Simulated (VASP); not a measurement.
# Cu (P6_3/mmc) in VASP: a series of runs

Aim: see how the results for Cu move with the level of theory and the settings. Levels: PBEsol, LDA. Tasks: relaxation of cell and atoms, single point.

Program: VASP 6.6.1. These are calculated values, not measurements. Logs are shortened: lines on timing, memory, paths and dates and some standing lists are left out, and cuts for length are marked.

**1. The cell of the first run**

It takes space group P6_3/mmc (No. 194, hexagonal). Conventional cell: a = 2.531 Å, b = 2.531 Å, c = 8.262 Å, α = 90.00°, β = 90.00°, γ = 120.00°. Cu (site symmetry -3m) has 12 Cu at 2.53 Å within 3.3 Å. Cu (site symmetry -6m2) has 12 Cu at 2.53 Å within 3.3 Å.

**2. Relaxation of cell and atoms, PBEsol**

The input, INCAR:

```
ALGO = Normal ; EDIFF = 1E-6
EDIFFG = -0.01 ; ENCUT = 600
GGA = PS ; IBRION = 2
ISIF = 3 ; ISMEAR = 1
LASPH = True ; LCHARG = False
LREAL = False ; LWAVE = False
NELM = 60 ; NSW = 80
PREC = Accurate ; SIGMA = 0.1
```

The input, KPOINTS:

```
k-points
0
Gamma
  11 11 3
```

The input, POSCAR:

```
Cu
1.0
    2.5307640300      0.0000000000      0.0000000000
   -1.2653820150      2.1917059410      0.0000000000
    0.0000000000      0.0000000000      8.2618150800
Cu
4
Direct
    0.0000000000      0.0000000000      0.0000000000
    0.0000000000      0.0000000000      0.5000000000
    0.3333333333      0.6666666667      0.2500000000
    0.6666666667      0.3333333333      0.7500000000
```

Potentials or basis: VASP PAW PBE potentials, release 64 (Cu).

The run is started by

```console
> cat potpaw_PBE.64/Cu/POTCAR > POTCAR
> mpirun -np 1 vasp_std > vasp.out
```

OUTCAR:

```text
EDIFF = 1E-6
   EDIFFG = -0.01
   ENCUT = 600
   GGA = PS
   IBRION = 2
   ISIF = 3
   ISMEAR = 1
   LASPH = True
   LREAL = False
   NELM = 60
   NSW = 80
   PREC = Accurate

 ion  position               nearest neighbor table
   1  0.000  0.000  0.000-   3 2.53   4 2.53   4 2.53   3 2.53   4 2.53   3 2.53
   2  0.000  0.000  0.500-   3 2.53   4 2.53   4 2.53   3 2.53   4 2.53   3 2.53
   3  0.333  0.667  0.250-   1 2.53   2 2.53   1 2.53   2 2.53   1 2.53   2 2.53
   4  0.667  0.333  0.750-   1 2.53   2 2.53   1 2.53   2 2.53   1 2.53   2 2.53

  LATTYP: Found a hexagonal cell.
 ALAT       =     2.5307640300
 C/A-ratio  =     3.2645537008

  Lattice vectors:

 A1 = (   2.5307640300,   0.0000000000,   0.0000000000)
 A2 = (  -1.2653820150,   2.1917059410,   0.0000000000)
 A3 = (   0.0000000000,   0.0000000000,   8.2618150800)

Analysis of symmetry for initial positions (statically):
=====================================================================
 Subroutine PRICEL returns:
 Original cell was already a primitive cell.

 Routine SETGRP: Setting up the symmetry group for a
 hexagonal supercell.

 Subroutine GETGRP returns: Found 24 space group operations
 (whereof 12 operations were pure point group operations)
 out of a pool of 24 trial point group operations.

The static configuration has the point symmetry D_3d.
 The point group associated with its full space group is D_6h.

Analysis of symmetry for dynamics (positions and initial velocities):
=====================================================================
 Subroutine PRICEL returns:
 Original cell was already a primitive cell.

 Routine SETGRP: Setting up the symmetry group for a
 hexagonal supercell.

 Subroutine GETGRP returns: Found 24 space group operations
 (whereof 12 operations were pure point group operations)
 out of a pool of 24 trial point group operations.

The dynamic configuration has the point symmetry D_3d.
 The point group associated with its full space group is D_6h.

 Subroutine INISYM returns: Found 24 space group operations
 (whereof 12 operations are pure point group operations),
 and found     1 'primitive' translations

----------------------------------------------------------------------------------------

                                     Primitive cell

  volume of cell :      45.8257

  direct lattice vectors                    reciprocal lattice vectors
     2.530764030  0.000000000  0.000000000     0.395137590  0.228132794  0.000000000
    -1.265382015  2.191705941  0.000000000     0.000000000  0.456265588  0.000000000
     0.000000000  0.000000000  8.261815080     0.000000000  0.000000000  0.121038778

  length of vectors
     2.530764030  2.530764030  8.261815080     0.456265588  0.456265588  0.121038778

  position of ions in fractional coordinates (direct lattice)
     0.000000000  0.000000000  0.000000000
     0.000000000  0.000000000  0.500000000
     0.333333333  0.666666667  0.250000000
     0.666666667  0.333333333  0.750000000

  ion indices of the primitive-cell ions
   primitive index   ion index
                 1           1
                 2           2
                 3           3
                 4           4

----------------------------------------------------------------------------------------

 KPOINTS: k-points

Automatic generation of k-mesh.
 Grid dimensions read from file:
 generate k-points for:   11   11    3

 Generating k-lattice:

  Cartesian coordinates                     Fractional coordinates (reciprocal lattice)
     0.035921599  0.020739345  0.000000000     0.090909091  0.000000000  0.000000000
     0.000000000  0.041478690  0.000000000     0.000000000  0.090909091  0.000000000
     0.000000000  0.000000000  0.040346259     0.000000000  0.000000000  0.333333333

  Length of vectors
     0.041478690  0.041478690  0.040346259

  Shift w.r.t. Gamma in fractional coordinates (k-lattice)
     0.000000000  0.000000000  0.000000000

 Subroutine IBZKPT returns following result:
 ===========================================

 Found     32 irreducible k-points:

 Following reciprocal coordinates:
            Coordinates               Weight
  0.000000  0.000000  0.000000      1.000000
  0.090909  0.000000  0.000000      6.000000
  0.181818 -0.000000  0.000000      6.000000
  0.272727 -0.000000  0.000000      6.000000
  0.363636 -0.000000  0.000000      6.000000
  0.454545 -0.000000  0.000000      6.000000
[... 16 lines left out ...]
  0.090909  0.090909  0.333333     12.000000
  0.181818  0.090909  0.333333     24.000000
 [... further k-points ...]
   k-points           NKPTS =     32   k-points in BZ     NKDIM =     32   number of bands    NBANDS=     26
   number of dos      NEDOS =    301   number of ions     NIONS =      4
   total plane-waves  NPLWV =  28000
   dimension x,y,z NGX =    20 NGY =   20 NGZ =   70
   dimension x,y,z NGXF=    40 NGYF=   40 NGZF=  140
   ions per type =               4
   NGX,Y,Z   is equivalent  to a cutoff of  13.14, 13.14, 14.09 a.u.
   NGXF,Y,Z  is equivalent  to a cutoff of  26.28, 26.28, 28.17 a.u.
 SYSTEM =  unknown system
   PREC   = accura    normal or accurate (medium, high low for compatibility)
   ISTART =      0    job   : 0-new  1-cont  2-samecut
   ICHARG =      2    charge: 1-file 2-atom 10-const
   ISPIN  =      1    spin polarized calculation?
   LNONCOLLINEAR =      F non collinear calculations
   LSORBIT =      F    spin-orbit coupling
   LASPH  =      T    aspherical Exc in radial PAW
   ENCUT  =  600.0 eV  44.10 Ry    6.64 a.u.   5.05  5.05 16.50*2*pi/ulx,y,z
   NELM   =     60;   NELMIN=  2; NELMDL= -5     # of ELM steps
   EDIFF  = 0.1E-05   stopping-criterion for ELM
   LREAL  =      F    real-space projection
   EDIFFG = -.1E-01   stopping-criterion for IOM
   NSW    =     80    number of steps for IOM
   IBRION =      2    ionic relax: 0-MD 1-quasi-New 2-CG
   NFREE  =      1    steps in history (QN), initial steepest desc. (CG)
   ISIF   =      3    stress and relaxation
   ISYM   =      2    0-nonsym 1-usesym 2-fastsym
   POTIM  = 0.5000    time-step for ionic-motion
   TEBEG  =    0.0;   TEEND  =   0.0 temperature during run
   PSTRESS=    0.0 pullay stress
   NELECT =      44.0000    total number of electrons
   NUPDOWN=      -1.0000    fix difference up-down
   EMIN   =  10.00;   EMAX   =-10.00  energy-range for DOS
   EFERMI =   0.00;   METHOD = LEGACY
   ISMEAR =     1;   SIGMA  =   0.10  broadening in eV -4-tet -1-fermi 0-gaus
   EFERMI_NEDOS =   21; number of points for ismear=-14 and -15
   IALGO  =     38    algorithm
   IMIX   =      4    mixing-type and parameters
     AMIX     =   0.40;   BMIX     =  1.00
     AMIX_MAG =   1.60;   BMIX_MAG =  1.00
  volume/ion in A,a.u.               =      11.46        77.31
  Fermi-wavevector in a.u.,A,eV,Ry     =   1.615062  3.052025 35.489789  2.608426
  Thomas-Fermi vector in A             =   2.709870
   LORBIT       =      0    0 simple, 1 ext, 2 COOP (PROOUT), +10 PAW based schemes
   GGA     = PS    functional components
   LHFCALC =     F    Hartree Fock is set to
   AEXX    =    0.0000 exact exchange contribution
   IVDW    =     0    specifies the selected vdW correction
   LEPSILON=     F    determine dielectric tensor
   LRPA    =     F    only Hartree local field effects (RPA)
 conjugate gradient relaxation of ions
 non-spin polarized calculation
 Methfessel and Paxton  Order N= 1 SIGMA  =   0.10
  energy-cutoff  :      600.00
  volume of cell :       45.83
 maximum number of plane-waves:      1546
   NGX = 11   NGY = 11   NGZ = 33

--------------------------------------- Ionic step        1  -------------------------------------------

 number of electron      44.0000004 magnetization

 Free energy of the ion-electron system (eV)
  ---------------------------------------------------
  ext. energy  EPLUGINS =         0.00000000
  ---------------------------------------------------
  free energy    TOTEN  =       -17.21322486 eV

  energy without entropy =      -17.21338564  energy(sigma->0) =      -17.21327845

------------------------ aborting loop because EDIFF is reached ----------------------------------------

  FORCE on cell =-STRESS in cart. coord.  units (eV):
  Direction    XX          YY          ZZ          XY          YZ          ZX
  --------------------------------------------------------------------------------------
  -------------------------------------------------------------------------------------
  Total       -0.5454653     -0.5454653     -0.0827509      0.0000000      0.0000000      0.0000000
  in kB      -19.0707716    -19.0707716     -2.8931688      0.0000000      0.0000000      0.0000000
  external PRESSURE =     -13.6782373 kB  Pullay stress =       0.0000000 kB
[... 251 lines left out ...]
  energy  without entropy=      -17.2163464723  energy(sigma->0) =      -17.21625941

--------------------------------------- Ionic step        8  -------------------------------------------

 number of electron      44.0000004 magnetization

 Free energy of the ion-electron system (eV)
  ---------------------------------------------------
  ext. energy  EPLUGINS =         0.00000000
  ---------------------------------------------------
  free energy    TOTEN  =       -17.21637352 eV

  energy without entropy =      -17.21637968  energy(sigma->0) =      -17.21637557

 E-fermi :   7.9758     XC(G=0): -13.1428

 val. band max:        7.9643563394   @ k =   0.2727   0.1818   0.0000
 cond. band min:       8.0217744104   @ k =   0.2727   0.1818   0.0000
 fundamental gap:      0.0574180710
 Fermi energy:         7.9757724575

 k-point     1 :       0.0000    0.0000    0.0000
  band No.  band energies     occupation
      1      -1.7959      2.00000
      2       0.3654      2.00000
      3       0.3667      2.00000
      4       2.5578      2.00000
      5       4.4539      2.00000
      6       4.4591      2.00000
[... 685 lines left out ...]
     25      14.6251      0.00000
     26      18.0337      0.00000

 [... further k-points ...]
[... 5 lines left out ...]
  --------------------------------------------------------------------------------------
  -------------------------------------------------------------------------------------
  Total       -0.0267875     -0.0267875      0.0369362      0.0000000     -0.0000000      0.0000000
  in kB       -0.9453220     -0.9453220      1.3034640      0.0000000     -0.0000000      0.0000000
  external PRESSURE =      -0.1957267 kB  Pullay stress =       0.0000000 kB
[... 19 lines left out ...]
  FREE ENERGIE OF THE ION-ELECTRON SYSTEM (eV)
  ---------------------------------------------------
  free  energy   TOTEN  =       -17.2163735169 eV

  energy  without entropy=      -17.2163796776  energy(sigma->0) =      -17.21637557

 reached required accuracy - stopping structural energy minimisation
```

Wall time 3.1 min (1 thread of AMD EPYC 7R13 (Zen 3), shared host); peak memory 0.16 GiB.

What came out:

```yaml
Free_energy: -17.2164 eV
Relaxed_volume: 11.35 Å³/atom
Relaxed_cell: a = 2.518 Å, b = 2.518 Å, c = 8.268 Å, α = 90.00°, β = 90.00°, γ = 120.00°
Space_group_after_relaxing_to_0.05_Å: P6_3/mmc (No. 194)
Energy_gained_by_relaxing: 0.8 meV/atom
Ionic_steps: 8
Pressure_after_relaxing: 0.0 GPa
Band_gap_on_the_k_mesh: zero (band 22 reaches 10.61 eV, above the bottom of band 23 at 6.12 eV)
```

Step by step:
| step | energy change (eV) | largest force (eV/Å) | pressure (GPa) | volume (Å³) |
| --- | --- | --- | --- | --- |
| 1 | 0.0000 | 0.0000 | -1.37 | 45.83 |
| 2 | -0.0027 | 0.0000 | 0.76 | 45.18 |
| 3 | -0.0030 | 0.0000 | 0.22 | 45.33 |
| 4 | -0.0030 | 0.0000 | 0.19 | 45.35 |
| 5 | -0.0030 | 0.0000 | 0.20 | 45.36 |
| 6 | -0.0022 | 0.0000 | -0.78 | 45.59 |
| 7 | -0.0030 | 0.0000 | 0.02 | 45.36 |
| 8 | -0.0031 | 0.0000 | -0.02 | 45.40 |

Final structure:
```cif
data_structure
_symmetry_space_group_name_H-M 'P 1'
_symmetry_Int_Tables_number 1
_cell_length_a 2.5181
_cell_length_b 2.5181
_cell_length_c 8.2678
_cell_angle_alpha 90.000
_cell_angle_beta 90.000
_cell_angle_gamma 120.000
_cell_volume 45.40
loop_
_atom_site_label
_atom_site_type_symbol
_atom_site_fract_x
_atom_site_fract_y
_atom_site_fract_z
_atom_site_occupancy
Cu1 Cu 0.00000 0.00000 0.00000 1
Cu2 Cu 0.00000 0.00000 0.50000 1
Cu3 Cu 0.33333 0.66667 0.25000 1
Cu4 Cu 0.66667 0.33333 0.75000 1
```

Caveat: the PAW data sets were made with another functional, which shifts forces and pressure a little.

**3. Single point, LDA**

This run uses another cell than the first one, of 10.87 Å³/atom, 0.949 times its volume.

The input, INCAR:

```
PREC     = Accurate       # precision mode
ENCUT    = 700            # plane-wave cutoff, eV
EDIFF    = 1E-6           # SCF threshold, eV
ISMEAR   = 1              # smearing method
SIGMA    = 0.1            # smearing width, eV
LREAL    = False          # projectors in reciprocal space
LASPH    = True           # aspherical terms in the spheres
NELM     = 120            # most SCF steps
ALGO     = Normal         # electronic algorithm
ISIF     = 2              # what is computed and relaxed
LWAVE    = False          # write WAVECAR
LCHARG   = False          # write CHGCAR
NBANDS   = 46             # bands
GGA_COMPAT= False
```

The input, KPOINTS:

```
Automatic mesh
0
Gamma
  11 11 3
```

The input, POSCAR:

```
Cu
1.0
    2.4812011703      0.0000000000      0.0000000000
   -1.2406005852      2.1487832454      0.0000000000
    0.0000000000      0.0000000000      8.1549188725
Cu
4
Direct
    0.0000000000      0.0000000000      0.0000000000
    0.0000000000      0.0000000000      0.5000000000
    0.3333333333      0.6666666667      0.2500000000
    0.6666666667      0.3333333333      0.7500000000
```

Potentials or basis: VASP PAW LDA potentials, release 64 (Cu_sv_GW).

The run is started by

```console
> cat potpaw_LDA.64/Cu_sv_GW/POTCAR > POTCAR
> mpirun -np 1 vasp_std > vasp.out
```

OUTCAR:

```text
PREC = Accurate
   ENCUT = 700
   EDIFF = 1E-6
   ISMEAR = 1
   LREAL = False
   LASPH = True
   NELM = 120
   ISIF = 2

 ion  position               nearest neighbor table
   1  0.000  0.000  0.000-   3 2.49   4 2.49   4 2.49   3 2.49   4 2.49   3 2.49
   2  0.000  0.000  0.500-   3 2.49   4 2.49   4 2.49   3 2.49   4 2.49   3 2.49
   3  0.333  0.667  0.250-   1 2.49   2 2.49   1 2.49   2 2.49   1 2.49   2 2.49
   4  0.667  0.333  0.750-   1 2.49   2 2.49   1 2.49   2 2.49   1 2.49   2 2.49

  LATTYP: Found a hexagonal cell.
 ALAT       =     2.4812011703
 C/A-ratio  =     3.2866818580

  Lattice vectors:

 A1 = (   2.4812011703,   0.0000000000,   0.0000000000)
 A2 = (  -1.2406005852,   2.1487832454,   0.0000000000)
 A3 = (   0.0000000000,   0.0000000000,   8.1549188725)

Analysis of symmetry for initial positions (statically):
=====================================================================
 Subroutine PRICEL returns:
 Original cell was already a primitive cell.

 Routine SETGRP: Setting up the symmetry group for a
 hexagonal supercell.

 Subroutine GETGRP returns: Found 24 space group operations
 (whereof 12 operations were pure point group operations)
 out of a pool of 24 trial point group operations.

The static configuration has the point symmetry D_3d.
 The point group associated with its full space group is D_6h.

Analysis of symmetry for dynamics (positions and initial velocities):
=====================================================================
 Subroutine PRICEL returns:
 Original cell was already a primitive cell.

 Routine SETGRP: Setting up the symmetry group for a
 hexagonal supercell.

 Subroutine GETGRP returns: Found 24 space group operations
 (whereof 12 operations were pure point group operations)
 out of a pool of 24 trial point group operations.

The dynamic configuration has the point symmetry D_3d.
 The point group associated with its full space group is D_6h.

 Subroutine INISYM returns: Found 24 space group operations
[... 115 lines left out ...]
   EFERMI =   0.00;   METHOD = LEGACY
   ISMEAR =     1;   SIGMA  =   0.10  broadening in eV -4-tet -1-fermi 0-gaus
   EFERMI_NEDOS =   21; number of points for ismear=-14 and -15
   IALGO  =     38    algorithm
   IMIX   =      4    mixing-type and parameters
     AMIX     =   0.40;   BMIX     =  1.00
     AMIX_MAG =   1.60;   BMIX_MAG =  1.00
  volume/ion in A,a.u.               =      10.87        73.35
  Fermi-wavevector in a.u.,A,eV,Ry     =   1.972065  3.726663 52.913621  3.889041
  Thomas-Fermi vector in A             =   2.994433
   LORBIT       =      0    0 simple, 1 ext, 2 COOP (PROOUT), +10 PAW based schemes
   GGA     = CA    functional components
   LHFCALC =     F    Hartree Fock is set to
   AEXX    =    0.0000 exact exchange contribution
   IVDW    =     0    specifies the selected vdW correction
   LEPSILON=     F    determine dielectric tensor
   LRPA    =     F    only Hartree local field effects (RPA)
 non-spin polarized calculation
 Methfessel and Paxton  Order N= 1 SIGMA  =   0.10
  energy-cutoff  :      700.00
  volume of cell :       43.48
 maximum number of plane-waves:      1853
 NGX is ok and might be reduce to    24
   NGX = 11   NGY = 11   NGZ = 35

 number of electron      76.0000004 magnetization

 Free energy of the ion-electron system (eV)
  ---------------------------------------------------
  ext. energy  EPLUGINS =         0.00000000
  ---------------------------------------------------
  free energy    TOTEN  =       -19.40794619 eV

  energy without entropy =      -19.40888507  energy(sigma->0) =      -19.40825915

 E-fermi :   8.3472     XC(G=0): -14.3724

 val. band max:        8.3450820595   @ k =   0.2727   0.1818   0.0000
 cond. band min:       8.4109589023   @ k =   0.2727   0.1818   0.0000
 fundamental gap:      0.0658768428
 Fermi energy:         8.3471882103

 k-point     1 :       0.0000    0.0000    0.0000
  band No.  band energies     occupation
      1    -103.4526      2.00000
      2    -103.4452      2.00000
      3    -103.4380      2.00000
      4    -103.4305      2.00000
      5     -61.4835      2.00000
      6     -61.4122      2.00000
[... 1165 lines left out ...]
     45      23.2226      0.00000
     46      24.0056      0.00000

 [... further k-points ...]
[... 5 lines left out ...]
  --------------------------------------------------------------------------------------
  -------------------------------------------------------------------------------------
  Total       -1.1985244     -1.1985244     -1.1975182      0.0000000     -0.0000000      0.0000000
  in kB      -44.1655069    -44.1655069    -44.1284312      0.0000000     -0.0000000      0.0000000
  external PRESSURE =     -44.1531484 kB  Pullay stress =       0.0000000 kB

 VOLUME and BASIS-vectors are now :
 -----------------------------------------------------------------------------
  energy-cutoff  :      700.00
  volume of cell :       43.48
      direct lattice vectors                 reciprocal lattice vectors
     2.481201170  0.000000000  0.000000000     0.403030601  0.232689826  0.000000000
    -1.240600585  2.148783245  0.000000000     0.000000000  0.465379652  0.000000000
     0.000000000  0.000000000  8.154918872     0.000000000  0.000000000  0.122625377

 POSITION                                       TOTAL-FORCE (eV/Angst)
 -----------------------------------------------------------------------------------
      0.00000      0.00000      0.00000         0.000000      0.000000      0.000000
      0.00000      0.00000      4.07746        -0.000000      0.000000      0.000000
     -0.00000      1.43252      2.03873         0.000000      0.000000     -0.000000
      1.24060      0.71626      6.11619        -0.000000     -0.000000      0.000000
 -----------------------------------------------------------------------------------
    total drift:                               -0.000000      0.000000      0.000000

  FREE ENERGIE OF THE ION-ELECTRON SYSTEM (eV)
  ---------------------------------------------------
  free  energy   TOTEN  =       -19.4079461897 eV

  energy  without entropy=      -19.4088850710  energy(sigma->0) =      -19.40825915
```

stdout:

```text
POSCAR found type information on POSCAR Cu
 POSCAR found :  1 types and       4 ions
 scaLAPACK will be used
 LDA part: xc-table for (Slater(with rela. corr.)+CA(PZ))
 , standard interpolation
 POSCAR, INCAR and KPOINTS ok, starting setup
 FFT: planning ... GRIDC
 FFT: planning ... GRID_SOFT
 FFT: planning ... GRID
 WAVECAR not read
 entering main loop
```

Run time: 54 s. Hardware: 1 thread of Intel Xeon 6975P-C (Granite Rapids), shared host; peak memory 0.21 GiB.

Results:

- Free energy: -19.4079 eV
- Pressure: -4.4 GPa
- Band gap on the k mesh: zero (band 38 reaches 11.10 eV, above the bottom of band 39 at 6.44 eV)
